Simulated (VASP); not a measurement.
# Si2Ni in VASP: further runs

Si2Ni is run at these levels: BLYP, PBE; tasks: single point, relaxation of cell and atoms.

All numbers are computed with VASP 6.6.1; they aren't measurements. Logs are shortened: lines on timing, memory, paths and dates and some standing lists are left out, and cuts for length are marked.

### Step 1. The cell of the first run

It takes space group Fm-3m (No. 225, cubic). Conventional cell: a = 5.406 Å, b = 5.406 Å, c = 5.406 Å, α = 90.00°, β = 90.00°, γ = 90.00°. Within 3.1 Å of Ni (site symmetry m-3m) lie 8 Si at 2.34 Å. Si (site symmetry -43m) has 4 Ni at 2.34 Å and 6 Si at 2.70 Å within 3.1 Å.

### Step 2. Single point, BLYP, collinear spin, ferromagnetic start

The input, INCAR:

```
  AGGAC = 1.0
  AGGAX = 1.0
  ALDAC = 0.0
  ALDAX = 1.0
  ALGO = Normal
  EDIFF = 1E-6
  ENCUT = 690
  GGA = B5
  GGA_COMPAT = F
  ISIF = 2
  ISMEAR = -1
  ISPIN = 2
  LASPH = T
  LCHARG = F
  LMAXMIX = 4
  LORBIT = 11
  LREAL = F
  LWAVE = F
  MAGMOM = 1 0 0
  NBANDS = 24
  NELM = 200
  PREC = Accurate
  SIGMA = 0.05
```

The input, KPOINTS:

```
k-points
0
Gamma
  9 9 9
```

The input, POSCAR:

```
Si2Ni
1.0
    0.0000000000      2.7030000000      2.7030000000
    2.7030000000      0.0000000000      2.7030000000
    2.7030000000      2.7030000000      0.0000000000
Ni Si
1 2
Direct
    0.0000000000      0.0000000000      0.0000000000
    0.7500000000      0.7500000000      0.7500000000
    0.2500000000      0.2500000000      0.2500000000
```

Potentials or basis: VASP PAW PBE potentials, release 64 (Ni_sv_GW, Si).

The run is started by

```console
cat potpaw_PBE.64/Ni_sv_GW/POTCAR potpaw_PBE.64/Si/POTCAR > POTCAR
mpirun -np 1 vasp_std > vasp.out
```

OUTCAR:

```text
EDIFF = 1E-6
   ENCUT = 690
   GGA = B5
   ISIF = 2
   ISMEAR = -1
   ISPIN = 2
   LASPH = T
   LORBIT = 11
   LREAL = F
   NELM = 200
   PREC = Accurate

 ion  position               nearest neighbor table
   1  0.000  0.000  0.000-   2 2.34   2 2.34   3 2.34   3 2.34   2 2.34   2 2.34   3 2.34   3 2.34

   2  0.750  0.750  0.750-   1 2.34   1 2.34   1 2.34   1 2.34   3 2.70   3 2.70   3 2.70   3 2.70
                             3 2.70   3 2.70
   3  0.250  0.250  0.250-   1 2.34   1 2.34   1 2.34   1 2.34   2 2.70   2 2.70   2 2.70   2 2.70
                             2 2.70   2 2.70

  LATTYP: Found a face centered cubic cell.
 ALAT       =     5.4060000000

  Lattice vectors:

 A1 = (   0.0000000000,   2.7030000000,   2.7030000000)
 A2 = (   2.7030000000,   0.0000000000,   2.7030000000)
 A3 = (   2.7030000000,   2.7030000000,   0.0000000000)

Analysis of symmetry for initial positions (statically):
=====================================================================
 Subroutine PRICEL returns:
 Original cell was already a primitive cell.

 Routine SETGRP: Setting up the symmetry group for a
 face centered cubic supercell.

 Subroutine GETGRP returns: Found 48 space group operations
 (whereof 48 operations were pure point group operations)
 out of a pool of 48 trial point group operations.

The static configuration has the point symmetry O_h .

Analysis of symmetry for dynamics (positions and initial velocities):
=====================================================================
 Subroutine PRICEL returns:
 Original cell was already a primitive cell.

 Routine SETGRP: Setting up the symmetry group for a
 face centered cubic supercell.

 Subroutine GETGRP returns: Found 48 space group operations
 (whereof 48 operations were pure point group operations)
 out of a pool of 48 trial point group operations.

The dynamic configuration has the point symmetry O_h .

Analysis of structural, dynamic, and magnetic symmetry:
=====================================================================
 Subroutine PRICEL returns:
 Original cell was already a primitive cell.

 Routine SETGRP: Setting up the symmetry group for a
 face centered cubic supercell.

 Subroutine GETGRP returns: Found 48 space group operations
 (whereof 48 operations were pure point group operations)
 out of a pool of 48 trial point group operations.

The overall configuration has the point symmetry O_h .

 Subroutine INISYM returns: Found 48 space group operations
 (whereof 48 operations are pure point group operations),
 and found     1 'primitive' translations

----------------------------------------------------------------------------------------

                                     Primitive cell

  volume of cell :      39.4974

  direct lattice vectors                    reciprocal lattice vectors
     0.000000000  2.703000000  2.703000000    -0.184979652  0.184979652  0.184979652
     2.703000000  0.000000000  2.703000000     0.184979652 -0.184979652  0.184979652
     2.703000000  2.703000000  0.000000000     0.184979652  0.184979652 -0.184979652

  length of vectors
     3.822619259  3.822619259  3.822619259     0.320394156  0.320394156  0.320394156

  position of ions in fractional coordinates (direct lattice)
     0.000000000  0.000000000  0.000000000
     0.750000000  0.750000000  0.750000000
     0.250000000  0.250000000  0.250000000

  ion indices of the primitive-cell ions
   primitive index   ion index
                 1           1
                 2           2
                 3           3

----------------------------------------------------------------------------------------

 KPOINTS: k-points

Automatic generation of k-mesh.
 Grid dimensions read from file:
 generate k-points for:    9    9    9

 Generating k-lattice:

  Cartesian coordinates                     Fractional coordinates (reciprocal lattice)
    -0.020553295  0.020553295  0.020553295     0.111111111  0.000000000  0.000000000
     0.020553295 -0.020553295  0.020553295     0.000000000  0.111111111  0.000000000
     0.020553295  0.020553295 -0.020553295     0.000000000  0.000000000  0.111111111

  Length of vectors
     0.035599351  0.035599351  0.035599351

  Shift w.r.t. Gamma in fractional coordinates (k-lattice)
     0.000000000  0.000000000  0.000000000

 Subroutine IBZKPT returns following result:
 ===========================================

 Found     35 irreducible k-points:

 Following reciprocal coordinates:
            Coordinates               Weight
  0.000000  0.000000  0.000000      1.000000
  0.111111  0.000000  0.000000      8.000000
  0.222222  0.000000  0.000000      8.000000
  0.333333  0.000000  0.000000      8.000000
  0.444444  0.000000  0.000000      8.000000
  0.111111  0.111111  0.000000      6.000000
[... 16 lines left out ...]
 -0.333333  0.333333  0.000000     12.000000
  0.444444  0.444444  0.000000      6.000000
 [... further k-points ...]
   k-points           NKPTS =     35   k-points in BZ     NKDIM =     35   number of bands    NBANDS=     24
   number of dos      NEDOS =    301   number of ions     NIONS =      3
   total plane-waves  NPLWV =  46656
   dimension x,y,z NGX =    36 NGY =   36 NGZ =   36
   dimension x,y,z NGXF=    72 NGYF=   72 NGZF=   72
   ions per type =               1   2
   NGX,Y,Z   is equivalent  to a cutoff of  15.66, 15.66, 15.66 a.u.
   NGXF,Y,Z  is equivalent  to a cutoff of  31.31, 31.31, 31.31 a.u.
 SYSTEM =  unknown system
   PREC   = accura    normal or accurate (medium, high low for compatibility)
   ISTART =      0    job   : 0-new  1-cont  2-samecut
   ICHARG =      2    charge: 1-file 2-atom 10-const
   ISPIN  =      2    spin polarized calculation?
   LNONCOLLINEAR =      F non collinear calculations
   LSORBIT =      F    spin-orbit coupling
   LASPH  =      T    aspherical Exc in radial PAW
   ENCUT  =  690.0 eV  50.71 Ry    7.12 a.u.   8.19  8.19  8.19*2*pi/ulx,y,z
   NELM   =    200;   NELMIN=  2; NELMDL= -5     # of ELM steps
   EDIFF  = 0.1E-05   stopping-criterion for ELM
   LREAL  =      F    real-space projection
   EDIFFG = 0.1E-04   stopping-criterion for IOM
   NSW    =      0    number of steps for IOM
   IBRION =     -1    ionic relax: 0-MD 1-quasi-New 2-CG
   NFREE  =      0    steps in history (QN), initial steepest desc. (CG)
   ISIF   =      2    stress and relaxation
   ISYM   =      2    0-nonsym 1-usesym 2-fastsym
   POTIM  = 0.5000    time-step for ionic-motion
   TEBEG  =    0.0;   TEEND  =   0.0 temperature during run
   PSTRESS=    0.0 pullay stress
   NELECT =      26.0000    total number of electrons
   NUPDOWN=      -1.0000    fix difference up-down
   EMIN   =  10.00;   EMAX   =-10.00  energy-range for DOS
   EFERMI =   0.00;   METHOD = LEGACY
   ISMEAR =    -1;   SIGMA  =   0.05  broadening in eV -4-tet -1-fermi 0-gaus
   EFERMI_NEDOS =   21; number of points for ismear=-14 and -15
   IALGO  =     38    algorithm
   IMIX   =      4    mixing-type and parameters
     AMIX     =   0.40;   BMIX     =  1.00
     AMIX_MAG =   1.60;   BMIX_MAG =  1.00
  volume/ion in A,a.u.               =      13.17        88.85
  Fermi-wavevector in a.u.,A,eV,Ry     =   1.424109  2.691176 27.593792  2.028086
  Thomas-Fermi vector in A             =   2.544635
   LORBIT       =     11    0 simple, 1 ext, 2 COOP (PROOUT), +10 PAW based schemes
   GGA     = B5    functional components
   LHFCALC =     F    Hartree Fock is set to
   AEXX    =    0.0000 exact exchange contribution
   IVDW    =     0    specifies the selected vdW correction
   LEPSILON=     F    determine dielectric tensor
   LRPA    =     F    only Hartree local field effects (RPA)
 spin polarized calculation
  energy-cutoff  :      690.00
  volume of cell :       39.50
 maximum number of plane-waves:      1640
 NGX is ok and might be reduce to    36
   NGX = 17   NGY = 17   NGZ = 17

 number of electron      25.9999993 magnetization      -0.0024133

 number of electron      25.9999993 magnetization       0.0018399

 Free energy of the ion-electron system (eV)
  ---------------------------------------------------
  ext. energy  EPLUGINS =         0.00000000
  ---------------------------------------------------
  free energy    TOTEN  =       -15.33421887 eV

  energy without entropy =      -15.32837174  energy(sigma->0) =      -15.33129531

 E-fermi :  10.5369     XC(G=0): -11.1006

 val. band max:       10.4455125167   @ k =   0.3333   0.2222   0.0000
 cond. band min:      10.6277175288   @ k =  -0.4444   0.4444   0.1111
 fundamental gap:      0.1822050122
 Fermi energy:        10.5369102218

 spin component 1

 k-point     1 :       0.0000    0.0000    0.0000
  band No.  band energies     occupation
      1     -93.6232      1.00000
      2     -54.2932      1.00000
      3     -54.2932      1.00000
      4     -54.2932      1.00000
      5      -3.2910      1.00000
      6       5.2999      1.00000
[... 637 lines left out ...]
     23      25.0510      0.00000
     24      27.3064      0.00000

 [... further k-points ...]

 spin component 2

 k-point     1 :       0.0000    0.0000    0.0000
  band No.  band energies     occupation
      1     -93.6231      1.00000
      2     -54.2932      1.00000
      3     -54.2932      1.00000
      4     -54.2932      1.00000
      5      -3.2904      1.00000
      6       5.3001      1.00000
[... 637 lines left out ...]
     23      24.4024      0.00000
     24      24.5371      0.00000

 [... further k-points ...]

------------------------ aborting loop because EDIFF is reached ----------------------------------------

  FORCE on cell =-STRESS in cart. coord.  units (eV):
  Direction    XX          YY          ZZ          XY          YZ          ZX
  --------------------------------------------------------------------------------------
  -------------------------------------------------------------------------------------
  Total        2.8543305      2.8543305      2.8543305     -0.0000000      0.0000000     -0.0000000
  in kB      115.7835090    115.7835090    115.7835090     -0.0000000      0.0000000     -0.0000000
  external PRESSURE =     115.7835090 kB  Pullay stress =       0.0000000 kB

 VOLUME and BASIS-vectors are now :
 -----------------------------------------------------------------------------
  energy-cutoff  :      690.00
  volume of cell :       39.50
      direct lattice vectors                 reciprocal lattice vectors
     0.000000000  2.703000000  2.703000000    -0.184979652  0.184979652  0.184979652
     2.703000000  0.000000000  2.703000000     0.184979652 -0.184979652  0.184979652
     2.703000000  2.703000000  0.000000000     0.184979652  0.184979652 -0.184979652

 POSITION                                       TOTAL-FORCE (eV/Angst)
 -----------------------------------------------------------------------------------
      0.00000      0.00000      0.00000        -0.000000      0.000000     -0.000000
      4.05450      4.05450      4.05450         0.000000      0.000000      0.000000
      1.35150      1.35150      1.35150        -0.000000     -0.000000     -0.000000
 -----------------------------------------------------------------------------------
    total drift:                               -0.000000      0.000000      0.000000

  FREE ENERGIE OF THE ION-ELECTRON SYSTEM (eV)
  ---------------------------------------------------
  free  energy   TOTEN  =       -15.3342188716 eV

  energy  without entropy=      -15.3283717415  energy(sigma->0) =      -15.33129531

 total charge

# of ion       s       p       d       f       tot
--------------------------------------------------
    1        2.270   6.482   7.884   0.003  16.638
    2        0.758   0.852   0.000   0.000   1.611
    3        0.758   0.852   0.000   0.000   1.611
--------------------------------------------------
tot          3.787   8.186   7.884   0.003  19.860

 magnetization (x)

# of ion       s       p       d       f       tot
--------------------------------------------------
    1        0.000   0.000  -0.000  -0.000  -0.000
    2       -0.000  -0.000   0.000   0.000  -0.000
    3       -0.000  -0.000   0.000   0.000  -0.000
--------------------------------------------------
tot          0.000   0.000  -0.000  -0.000  -0.000
```

It took 2.2 min on 1 thread of AMD EPYC 9R45 (Zen 5), shared host; peak memory 0.27 GiB.

Results:

- Free energy: -15.3342 eV
- Pressure: 11.6 GPa
- Band gap on the k mesh: zero (filled and empty bands overlap)
- Net moment: 0.00 μB per cell
- Valence electrons inside the program's atomic spheres: Ni 16.64; Si 1.61

Caveat: the cell stands under pressure; the moments typed at the start vanished in this run; the PAW data sets were made with another functional, which shifts forces and pressure a little.

### Step 3. Relaxation of cell and atoms, BLYP, collinear spin, ferromagnetic start

The input, INCAR:

```
SYSTEM = Si2Ni
PREC = Accurate
ENCUT = 690
EDIFF = 1E-7
ISMEAR = -1
SIGMA = 0.05
LREAL = .FALSE.
LASPH = .TRUE.
NELM = 200
ALGO = Normal
ISIF = 3
LWAVE = .FALSE.
LCHARG = .FALSE.
ISPIN = 2
MAGMOM = 1 0 0
LORBIT = 11
LMAXMIX = 4
GGA = B5
ALDAX = 1.0
AGGAX = 1.0
AGGAC = 1.0
ALDAC = 0.0
IBRION = 2
NSW = 60
EDIFFG = -0.01
GGA_COMPAT = .FALSE.
NELMIN = 4
```

The input, KPOINTS:

```
regular mesh
0
G
  9 9 9
  0 0 0
```

POSCAR is that of step 2.

Potentials or basis: VASP PAW PBE potentials, release 64 (Ni_sv_GW, Si).

The run is started by

```console
cat potpaw_PBE.64/Ni_sv_GW/POTCAR potpaw_PBE.64/Si/POTCAR > POTCAR
mpirun -np 1 vasp_std > vasp.out
```

It took 10 min on 1 thread of Intel Xeon Platinum 8259CL at 2.50GHz (Skylake/Cascade Lake), shared host; peak memory 0.3 GiB.

The run converged. Its results:

```yaml
Free_energy: -15.4404 eV
Relaxed_volume: 14.21 Å³/atom
Relaxed_cell: a = 3.921 Å, b = 3.921 Å, c = 3.921 Å, α = 60.00°, β = 60.00°, γ = 60.00°
Space_group_after_relaxing_to_0.1_Å: Fm-3m (No. 225)
Energy_gained_by_relaxing: 35.4 meV/atom
Ionic_steps: 7
Pressure_after_relaxing: 0.1 GPa
Band_gap_on_the_k_mesh: zero (filled and empty bands overlap)
Net_moment: 0.00 μB per cell
Valence_electrons_inside_the_program's_atomic_spheres: Ni 16.55; Si 1.57
```

Step by step:
| step | energy change (eV) | largest force (eV/Å) | pressure (GPa) | volume (Å³) |
| --- | --- | --- | --- | --- |
| 1 | 0.0000 | 0.0000 | 11.49 | 39.50 |
| 2 | -0.0560 | 0.0000 | -6.33 | 45.14 |
| 3 | -0.1062 | 0.0000 | -0.12 | 42.69 |
| 4 | -0.1062 | 0.0000 | 0.17 | 42.63 |
| 5 | -0.1062 | 0.0000 | 0.15 | 42.63 |
| 6 | -0.1062 | 0.0000 | 0.12 | 42.63 |
| 7 | -0.1062 | 0.0000 | 0.09 | 42.63 |

Final structure:
```cif
data_structure
_symmetry_space_group_name_H-M 'P 1'
_symmetry_Int_Tables_number 1
_cell_length_a 3.9213
_cell_length_b 3.9213
_cell_length_c 3.9213
_cell_angle_alpha 60.000
_cell_angle_beta 60.000
_cell_angle_gamma 60.000
_cell_volume 42.63
loop_
_atom_site_label
_atom_site_type_symbol
_atom_site_fract_x
_atom_site_fract_y
_atom_site_fract_z
_atom_site_occupancy
Ni1 Ni 0.00000 0.00000 0.00000 1
Si1 Si 0.75000 0.75000 0.75000 1
Si2 Si 0.25000 0.25000 0.25000 1
```

Levels at points of the mesh, in eV from the Fermi level:
Spin up:
```tsv
k point	band 9	band 10	band 11	band 12	band 13	band 14	band 15	band 16	band 17	band 18
(0.00, 0.00, 0.00)	-3.04	-3.04	-1.03	1.71	1.71	1.71	2.57	2.57	2.57	4.72
```
Spin down:
| k point | band 9 | band 10 | band 11 | band 12 | band 13 | band 14 | band 15 | band 16 | band 17 | band 18 |
| --- | --- | --- | --- | --- | --- | --- | --- | --- | --- | --- |
| (0.00, 0.00, 0.00) | -3.04 | -3.04 | -1.03 | 1.71 | 1.71 | 1.71 | 2.57 | 2.57 | 2.57 | 4.72 |

Caveat: the moments typed at the start vanished in this run; the PAW data sets were made with another functional, which shifts forces and pressure a little.

### Step 4. Single point, PBE, collinear spin, ferromagnetic start

The input, INCAR:

```
SYSTEM = Si2Ni
ALGO = Fast
EDIFF = 1E-7
ENCUT = 520
GGA = PE
ISIF = 2
ISMEAR = 1
ISPIN = 2
LASPH = .True.
LCHARG = .False.
LMAXMIX = 4
LORBIT = 11
LREAL = .False.
LWAVE = .False.
MAGMOM = 1 0 0
NBANDS = 20
NELM = 150
PREC = Accurate
SIGMA = 0.1
```

The input, KPOINTS:

```
k-points
0
Gamma
  10 10 10
  0 0 0
```

The input, POSCAR:

```
Si2Ni
1.0
    0.0000000000      2.7030000000      2.7030000000
    2.7030000000      0.0000000000      2.7030000000
    2.7030000000      2.7030000000      0.0000000000
Ni Si
1 2
Direct
    0.0049260000      0.0098940000     -0.0046020000
    0.7533160000      0.7508790000      0.7664170000
    0.2446960000      0.2529610000      0.2551780000
```

Potentials or basis: VASP PAW PBE potentials, release 64 (Ni, Si).

The run is started by

```console
cat potpaw_PBE.64/Ni/POTCAR potpaw_PBE.64/Si/POTCAR > POTCAR
mpirun -np 1 vasp_std > vasp.out
```

Wall time 15 min (1 thread of Oxide Virtual Turin-like, shared host); peak memory 0.6 GiB.

It converged, with:

- Free energy: -17.3379 eV
- Pressure: 3.6 GPa
- Largest force: 0.480 eV/Å
- Band gap on the k mesh: zero (filled and empty bands overlap)
- Net moment: 0.00 μB per cell
- Valence electrons inside the program's atomic spheres: Ni 9.81; Si 1.59

Forces in eV/Å, atoms in the order of the input:
```
Ni   0.178  0.252 -0.353
Si  -0.217 -0.424  0.063
Si   0.039  0.171  0.290
```

Stress tensor (GPa, compression positive):
```
3.55 0.65 1.46
0.65 3.69 0.59
1.46 0.59 3.47
```

Levels at points of the mesh, in eV from the Fermi level:
Spin up:
```csv
k point,band 6,band 7,band 8,band 9,band 10,band 11,band 12,band 13
"(0.00, 0.00, 0.00)",-3.51,-0.29,1.66,1.67,1.72,2.11,2.34,2.45
"(0.50, 0.00, 0.00)",-3.34,-3.30,-1.55,-1.22,1.55,1.86,1.90,2.62
"(0.00, 0.50, 0.00)",-3.36,-3.31,-1.62,-1.26,1.60,1.88,1.96,2.61
"(0.00, 0.00, 0.50)",-3.34,-3.29,-1.52,-1.23,1.67,1.72,1.89,2.63
"(0.50, 0.50, 0.50)",-3.37,-3.35,-1.60,-1.44,1.70,1.90,2.03,2.59
"(0.50, 0.50, 0.00)",-3.65,-3.59,-3.40,-3.11,-0.43,1.41,7.74,8.31
"(0.00, 0.50, 0.50)",-3.65,-3.59,-3.40,-3.11,-0.43,1.41,7.74,8.30
"(0.50, 0.00, 0.50)",-3.65,-3.56,-3.42,-3.11,-0.43,1.42,7.74,8.28
```
Spin down:
```csv
k point,band 6,band 7,band 8,band 9,band 10,band 11,band 12,band 13
"(0.00, 0.00, 0.00)",-3.51,-0.29,1.66,1.67,1.72,2.11,2.34,2.45
"(0.50, 0.00, 0.00)",-3.34,-3.30,-1.55,-1.22,1.55,1.86,1.90,2.62
"(0.00, 0.50, 0.00)",-3.36,-3.31,-1.62,-1.26,1.60,1.88,1.96,2.61
"(0.00, 0.00, 0.50)",-3.34,-3.29,-1.52,-1.23,1.67,1.72,1.89,2.63
"(0.50, 0.50, 0.50)",-3.37,-3.35,-1.60,-1.44,1.70,1.90,2.03,2.59
"(0.50, 0.50, 0.00)",-3.65,-3.59,-3.40,-3.11,-0.43,1.41,7.74,8.31
"(0.00, 0.50, 0.50)",-3.65,-3.59,-3.40,-3.11,-0.43,1.41,7.74,8.30
"(0.50, 0.00, 0.50)",-3.65,-3.56,-3.42,-3.11,-0.43,1.42,7.74,8.28
```

Caveat: the cell stands under pressure; the moments typed at the start vanished in this run.

### Step 5. Overview

| task | level | potentials or basis | cell | k mesh | cutoff (eV) | smearing | gap on the mesh (eV) | pressure (GPa) | moment (μB) |
| --- | --- | --- | --- | --- | --- | --- | --- | --- | --- |
| single point | BLYP | VASP PAW PBE potentials, release 64 (Ni_sv_GW, Si) | as given, atomic positions A | 9 × 9 × 9 | 690 | fermi-dirac 0.05 eV | none | 11.6 | 0.00 |
| relaxation of cell and atoms | BLYP | VASP PAW PBE potentials, release 64 (Ni_sv_GW, Si) | relaxed, atomic positions A | 9 × 9 × 9 | 690 | fermi-dirac 0.05 eV | none | 0.1 | 0.00 |
| single point | PBE | VASP PAW PBE potentials, release 64 (Ni, Si) | as given, atomic positions B | 10 × 10 × 10 | 520 | methfessel-paxton 0.1 eV | none | 3.6 | 0.00 |

Alike in all rows: spin collinear, ferromagnetic start.

Caveats: the moments typed at the start vanished in this run; the cell stands under pressure (at least some runs); the PAW data sets were made with another functional, which shifts forces and pressure a little (at least some runs).

Total energies depend on the potentials used, so only differences within one code and one set of settings carry meaning.

The gap in the log of VASP goes by the Fermi energy; the results here count the filled bands.